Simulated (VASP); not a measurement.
# TiAl3 (I4/mmm) in VASP: single point with r2SCAN

Aim: the single point of TiAl3 with r2SCAN.

Everything below comes from runs of VASP 6.6.1. Logs are shortened: lines on timing, memory, paths and dates and some standing lists are left out, and cuts for length are marked.

## 1. The cell of the first run

The structure is tetragonal, space group I4/mmm (No. 139). Conventional cell: a = 3.824 Å, b = 3.824 Å, c = 8.563 Å, α = 90.00°, β = 90.00°, γ = 90.00°. Within 3.6 Å of Ti (site symmetry 4/mmm) lie 12 Al at 2.70 to 2.87 Å. Within 3.6 Å of Al (site symmetry 4/mmm) lie 4 Ti at 2.70 Å and 8 Al at 2.87 Å. Al (site symmetry -4m2) has 8 Al at 2.70 to 2.87 Å and 4 Ti at 2.87 Å within 3.6 Å.

## 2. Single point, r2SCAN

POSCAR

```
TiAl3
1.0
   -1.9120816148      1.9120816148      4.2815407380
    1.9120816148     -1.9120816148      4.2815407380
    1.9120816148      1.9120816148     -4.2815407380
Ti Al
1 3
Direct
    0.0000000000      0.0000000000      0.0000000000
    0.5000000000      0.5000000000      0.0000000000
    0.7500000000      0.2500000000      0.5000000000
    0.2500000000      0.7500000000      0.5000000000
```

INCAR.step1

```
SYSTEM = TiAl3
ALGO = Normal
EDIFF = 1E-5
ENCUT = 550
GGA = PE
GGA_COMPAT = .False.
ISMEAR = 0
LASPH = .True.
LCHARG = .False.
LREAL = .False.
LWAVE = .True.
NBANDS = 18
NELM = 120
PREC = Accurate
SIGMA = 0.1
```

INCAR.step2

```
SYSTEM = TiAl3
ALGO = Normal
EDIFF = 1E-6
ENCUT = 550
GGA_COMPAT = .False.
ISIF = 2
ISMEAR = 0
ISTART = 1
LASPH = .True.
LCHARG = .False.
LMIXTAU = .True.
LREAL = .False.
LWAVE = .False.
METAGGA = R2SCAN
NBANDS = 18
NELM = 120
PREC = Accurate
SIGMA = 0.1
```

KPOINTS

```
k-points
0
Gamma
  18 18 18
  0 0 0
```

Potentials or basis: VASP PAW PBE potentials, release 64 (Ti_sv, Al).

Launch:

```bash
$ cat potpaw_PBE.64/Ti_sv/POTCAR potpaw_PBE.64/Al/POTCAR > POTCAR
$ cp INCAR.step1 INCAR
$ mpirun -np 1 vasp_std > vasp.out
$ cp INCAR.step2 INCAR
$ mpirun -np 1 vasp_std > vasp.out
```

OUTCAR:

```text
SYSTEM = TiAl3
   EDIFF = 1E-6
   ENCUT = 550
   ISIF = 2
   ISMEAR = 0
   ISTART = 1
   LASPH = .True.
   LREAL = .False.
   METAGGA = R2SCAN
   NELM = 120
   PREC = Accurate

 ion  position               nearest neighbor table
   1  0.000  0.000  0.000-   2 2.70   2 2.70   2 2.70   2 2.70   4 2.87   3 2.87   4 2.87   4 2.87
                             3 2.87   3 2.87   4 2.87   3 2.87
   2  0.500  0.500  0.000-   1 2.70   1 2.70   1 2.70   1 2.70   4 2.87   3 2.87   4 2.87   3 2.87
                             4 2.87   4 2.87   3 2.87   3 2.87
   3  0.750  0.250  0.500-   4 2.70   4 2.70   4 2.70   4 2.70   2 2.87   1 2.87   2 2.87   1 2.87
                             2 2.87   2 2.87   1 2.87   1 2.87
   4  0.250  0.750  0.500-   3 2.70   3 2.70   3 2.70   3 2.70   2 2.87   1 2.87   2 2.87   2 2.87
                             1 2.87   1 2.87   2 2.87   1 2.87

  LATTYP: Found a body centered tetragonal cell.
 ALAT       =     3.8241632296
 C/A-ratio  =     2.2392039675

  Lattice vectors:

 A1 = (  -1.9120816148,   1.9120816148,   4.2815407380)
 A2 = (   1.9120816148,  -1.9120816148,   4.2815407380)
 A3 = (   1.9120816148,   1.9120816148,  -4.2815407380)

Analysis of symmetry for initial positions (statically):
=====================================================================
 Subroutine PRICEL returns:
 Original cell was already a primitive cell.

 Routine SETGRP: Setting up the symmetry group for a
 body centered tetragonal supercell.

 Subroutine GETGRP returns: Found 16 space group operations
 (whereof 16 operations were pure point group operations)
 out of a pool of 16 trial point group operations.

The static configuration has the point symmetry D_4h.

Analysis of symmetry for dynamics (positions and initial velocities):
=====================================================================
 Subroutine PRICEL returns:
 Original cell was already a primitive cell.

 Routine SETGRP: Setting up the symmetry group for a
 body centered tetragonal supercell.

 Subroutine GETGRP returns: Found 16 space group operations
 (whereof 16 operations were pure point group operations)
 out of a pool of 16 trial point group operations.

The dynamic configuration has the point symmetry D_4h.

 Subroutine INISYM returns: Found 16 space group operations
 (whereof 16 operations are pure point group operations),
 and found     1 'primitive' translations

----------------------------------------------------------------------------------------

                                     Primitive cell

  volume of cell :      62.6142

  direct lattice vectors                    reciprocal lattice vectors
    -1.912081615  1.912081615  4.281540738     0.000000000  0.261495114  0.116780391
     1.912081615 -1.912081615  4.281540738     0.261495114  0.000000000  0.116780391
     1.912081615  1.912081615 -4.281540738     0.261495114  0.261495114  0.000000000

  length of vectors
     5.063961226  5.063961226  5.063961226     0.286386722  0.286386722  0.369809937

  position of ions in fractional coordinates (direct lattice)
     0.000000000  0.000000000  0.000000000
     0.500000000  0.500000000  0.000000000
     0.750000000  0.250000000  0.500000000
     0.250000000  0.750000000  0.500000000

  ion indices of the primitive-cell ions
   primitive index   ion index
                 1           1
                 2           2
                 3           3
                 4           4

----------------------------------------------------------------------------------------

 KPOINTS: k-points

Automatic generation of k-mesh.
 Grid dimensions read from file:
 generate k-points for:   18   18   18

 Generating k-lattice:

  Cartesian coordinates                     Fractional coordinates (reciprocal lattice)
     0.000000000  0.014527506  0.006487799     0.055555556  0.000000000  0.000000000
     0.014527506  0.000000000  0.006487799     0.000000000  0.055555556  0.000000000
     0.014527506  0.014527506  0.000000000     0.000000000  0.000000000  0.055555556

  Length of vectors
     0.015910373  0.015910373  0.020544996

  Shift w.r.t. Gamma in fractional coordinates (k-lattice)
     0.000000000  0.000000000  0.000000000

 Subroutine IBZKPT returns following result:
 ===========================================

 Found    480 irreducible k-points:

 Following reciprocal coordinates:
            Coordinates               Weight
  0.000000  0.000000  0.000000      1.000000
  0.055556 -0.000000  0.000000      8.000000
  0.111111 -0.000000  0.000000      8.000000
  0.166667  0.000000  0.000000      8.000000
  0.222222  0.000000  0.000000      8.000000
  0.277778  0.000000  0.000000      8.000000
[... 16 lines left out ...]
 -0.277778  0.055556 -0.000000     16.000000
 -0.222222  0.055556  0.000000     16.000000
 [... further k-points ...]
   k-points           NKPTS =    480   k-points in BZ     NKDIM =    480   number of bands    NBANDS=     18
   number of dos      NEDOS =    301   number of ions     NIONS =      4
   total plane-waves  NPLWV =  64000
   dimension x,y,z NGX =    40 NGY =   40 NGZ =   40
   dimension x,y,z NGXF=    80 NGYF=   80 NGZF=   80
   ions per type =               1   3
   NGX,Y,Z   is equivalent  to a cutoff of  13.13, 13.13, 13.13 a.u.
   NGXF,Y,Z  is equivalent  to a cutoff of  26.26, 26.26, 26.26 a.u.
 SYSTEM =  TiAl3
   PREC   = accura    normal or accurate (medium, high low for compatibility)
   ISTART =      1    job   : 0-new  1-cont  2-samecut
   ICHARG =      0    charge: 1-file 2-atom 10-const
   ISPIN  =      1    spin polarized calculation?
   LNONCOLLINEAR =      F non collinear calculations
   LSORBIT =      F    spin-orbit coupling
   LASPH  =      T    aspherical Exc in radial PAW
   ENCUT  =  550.0 eV  40.42 Ry    6.36 a.u.   9.68  9.68  9.68*2*pi/ulx,y,z
   NELM   =    120;   NELMIN=  2; NELMDL=  0     # of ELM steps
   EDIFF  = 0.1E-05   stopping-criterion for ELM
   LREAL  =      F    real-space projection
   EDIFFG = 0.1E-04   stopping-criterion for IOM
   NSW    =      0    number of steps for IOM
   IBRION =     -1    ionic relax: 0-MD 1-quasi-New 2-CG
   NFREE  =      0    steps in history (QN), initial steepest desc. (CG)
   ISIF   =      2    stress and relaxation
   ISYM   =      2    0-nonsym 1-usesym 2-fastsym
   POTIM  = 0.5000    time-step for ionic-motion
   TEBEG  =    0.0;   TEEND  =   0.0 temperature during run
   PSTRESS=    0.0 pullay stress
   NELECT =      21.0000    total number of electrons
   NUPDOWN=      -1.0000    fix difference up-down
   EMIN   =  10.00;   EMAX   =-10.00  energy-range for DOS
   EFERMI =   0.00;   METHOD = LEGACY
   ISMEAR =     0;   SIGMA  =   0.10  broadening in eV -4-tet -1-fermi 0-gaus
   EFERMI_NEDOS =   21; number of points for ismear=-14 and -15
   IALGO  =     38    algorithm
   IMIX   =      4    mixing-type and parameters
     AMIX     =   0.40;   BMIX     =  1.00
     AMIX_MAG =   1.60;   BMIX_MAG =  1.00
  volume/ion in A,a.u.               =      15.65       105.64
  Fermi-wavevector in a.u.,A,eV,Ry     =   1.137427  2.149426 17.602411  1.293741
  Thomas-Fermi vector in A             =   2.274132
   LORBIT       =      0    0 simple, 1 ext, 2 COOP (PROOUT), +10 PAW based schemes
   METAGGA = R2SCAN    functional components
   LHFCALC =     F    Hartree Fock is set to
   AEXX    =    0.0000 exact exchange contribution
   IVDW    =     0    specifies the selected vdW correction
   LEPSILON=     F    determine dielectric tensor
   LRPA    =     F    only Hartree local field effects (RPA)
 non-spin polarized calculation
 Gauss-broadening in eV      SIGMA  =   0.10
  energy-cutoff  :      550.00
  volume of cell :       62.61
 maximum number of plane-waves:      1865
   NGX = 19   NGY = 19   NGZ = 19

 number of electron      20.9999999 magnetization

 Free energy of the ion-electron system (eV)
  ---------------------------------------------------
  ext. energy  EPLUGINS =         0.00000000
  ---------------------------------------------------
  free energy    TOTEN  =       -34.91064371 eV

  energy without entropy =      -34.90279505  energy(sigma->0) =      -34.90671938

 E-fermi :   8.3544     XC(G=0): -11.5524

 val. band max:        8.3532641258   @ k =  -0.3889  -0.4444   0.2222
 cond. band min:       8.3561806496   @ k =  -0.3333  -0.3333   0.0556
 fundamental gap:      0.0029165239
 Fermi energy:         8.3543694159

 k-point     1 :       0.0000    0.0000    0.0000
  band No.  band energies     occupation
      1     -50.4586      2.00000
      2     -25.7303      2.00000
      3     -25.7303      2.00000
      4     -25.6596      2.00000
      5      -2.3892      2.00000
      6       5.3842      2.00000
[... 10 lines left out ...]
     17      12.4237      0.00000
     18      12.4416      0.00000

 k-point     2 :       0.0556   -0.0000    0.0000
  band No.  band energies     occupation
      1     -50.4585      2.00000
      2     -25.7312      2.00000
      3     -25.7302      2.00000
      4     -25.6595      2.00000
      5      -2.3484      2.00000
      6       5.0698      2.00000
[... 10 lines left out ...]
     17      12.4488      0.00000
     18      12.6689      0.00000

 k-point     3 :       0.1111   -0.0000    0.0000
  band No.  band energies     occupation
      1     -50.4584      2.00000
      2     -25.7338      2.00000
      3     -25.7300      2.00000
      4     -25.6594      2.00000
      5      -2.2262      2.00000
      6       4.7403      2.00000
[... 10 lines left out ...]
     17      12.4873      0.00000
     18      13.2674      0.00000

 k-point     4 :       0.1667    0.0000    0.0000
  band No.  band energies     occupation
      1     -50.4582      2.00000
      2     -25.7379      2.00000
      3     -25.7297      2.00000
      4     -25.6592      2.00000
      5      -2.0238      2.00000
      6       4.4117      2.00000
[... 10 lines left out ...]
     17      12.6046      0.00000
     18      14.0420      0.00000

 k-point     5 :       0.2222    0.0000    0.0000
  band No.  band energies     occupation
      1     -50.4580      2.00000
      2     -25.7428      2.00000
      3     -25.7294      2.00000
      4     -25.6590      2.00000
      5      -1.7431      2.00000
      6       4.0223      2.00000
[... 10 lines left out ...]
     17      12.8595      0.00000
     18      14.4390      0.00000

 k-point     6 :       0.2778    0.0000    0.0000
  band No.  band energies     occupation
      1     -50.4577      2.00000
      2     -25.7481      2.00000
      3     -25.7291      2.00000
      4     -25.6588      2.00000
      5      -1.3866      2.00000
      6       3.4870      2.00000
[... 307 lines left out ...]
 k-point    21 :      -0.3889    0.0556    0.0000
  band No.  band energies     occupation
      1     -50.4573      2.00000
      2     -25.7569      2.00000
      3     -25.7293      2.00000
      4     -25.6582      2.00000
      5      -0.5101      2.00000
      6       2.2650      2.00000
[... 10 lines left out ...]
     17      13.6327      0.00000
     18      14.0271      0.00000

 k-point    22 :      -0.3333    0.0556    0.0000
  band No.  band energies     occupation
      1     -50.4574      2.00000
      2     -25.7529      2.00000
      3     -25.7296      2.00000
      4     -25.6583      2.00000
      5      -0.9946      2.00000
      6       2.9782      2.00000
[... 10 lines left out ...]
     17      13.4025      0.00000
     18      13.8047      0.00000

 k-point    23 :      -0.2778    0.0556   -0.0000
  band No.  band energies     occupation
      1     -50.4577      2.00000
      2     -25.7480      2.00000
      3     -25.7299      2.00000
      4     -25.6586      2.00000
      5      -1.4114      2.00000
      6       3.6659      2.00000
[... 10 lines left out ...]
     17      13.0147      0.00000
     18      13.8472      0.00000

 k-point    24 :      -0.2222    0.0556    0.0000
  band No.  band energies     occupation
      1     -50.4579      2.00000
      2     -25.7427      2.00000
      3     -25.7303      2.00000
      4     -25.6588      2.00000
      5      -1.7554      2.00000
      6       4.2630      2.00000
[... 10 lines left out ...]
     17      12.9542      0.00000
     18      14.1336      0.00000

 [... further k-points ...]

------------------------ aborting loop because EDIFF is reached ----------------------------------------

  FORCE on cell =-STRESS in cart. coord.  units (eV):
  Direction    XX          YY          ZZ          XY          YZ          ZX
  --------------------------------------------------------------------------------------
  -------------------------------------------------------------------------------------
  Total       -0.0471664     -0.0471664     -0.0368461      0.0000000     -0.0000000      0.0000000
  in kB       -1.2068971     -1.2068971     -0.9428213      0.0000000     -0.0000000      0.0000000
  external PRESSURE =      -1.1188718 kB  Pullay stress =       0.0000000 kB

 VOLUME and BASIS-vectors are now :
 -----------------------------------------------------------------------------
  energy-cutoff  :      550.00
  volume of cell :       62.61
      direct lattice vectors                 reciprocal lattice vectors
    -1.912081615  1.912081615  4.281540738     0.000000000  0.261495114  0.116780391
     1.912081615 -1.912081615  4.281540738     0.261495114  0.000000000  0.116780391
     1.912081615  1.912081615 -4.281540738     0.261495114  0.261495114  0.000000000

 POSITION                                       TOTAL-FORCE (eV/Angst)
 -----------------------------------------------------------------------------------
      0.00000      0.00000      0.00000        -0.000000     -0.000000      0.000000
      0.00000      0.00000      4.28154        -0.000000     -0.000000      0.000000
      0.00000      1.91208      2.14077        -0.000000      0.000000     -0.000000
      1.91208      0.00000      2.14077         0.000000     -0.000000      0.000000
 -----------------------------------------------------------------------------------
    total drift:                               -0.000000     -0.000000      0.000000

  FREE ENERGIE OF THE ION-ELECTRON SYSTEM (eV)
  ---------------------------------------------------
  free  energy   TOTEN  =       -34.9106437127 eV

  energy  without entropy=      -34.9027950546  energy(sigma->0) =      -34.90671938
```

Wall time 37 min (1 thread of AMD EPYC 9R45 (Zen 5), shared host); peak memory 0.65 GiB.

Results:

```
Free energy            : -34.9106 eV
Pressure               : -0.1 GPa
Band gap on the k mesh : zero (an odd number of electrons rules out a gap without spin polarisation)
```

Caveat: the PAW data sets were made with another functional, which shifts forces and pressure a little.
